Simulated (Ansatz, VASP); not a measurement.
# CuF in VASP and in Ansatz

```
Cu F
1.0
     3.50866    0.00000    0.00000
    -1.75433    3.03859    0.00000
     0.00000    0.00000    5.08252
Cu F
2 2
Direct
  0.33333 0.66667 0.25000
  0.66667 0.33333 0.75000
  0.66667 0.33333 0.25000
  0.33333 0.66667 0.75000
```

Alike in both runs: task single point; functional PBE; k mesh 12 × 12 × 6; occupations fermi-dirac, width 0.02 eV; no spin polarisation.

|  | VASP | Ansatz |
| --- | --- | --- |
| version | VASP 6.6.1 | Ansatz 0.2.0 |
| potentials or method | VASP PAW PBE potentials, release 64 (Cu_sv_GW, F) | plane waves, PAW |
| plane-wave cutoff (eV) | 820 | 420 |
| valence electrons in the cell | 52 | 52 |

Ansatz gave:

```
pressure (GPa)                                                : 4.4
traceless stress, the component that is largest in VASP (GPa) : -0.46
```

Problem. Estimate VASP's values.

Solution. Pressure (GPa): 3.9; traceless stress, the component that is largest in VASP (GPa): -0.57.
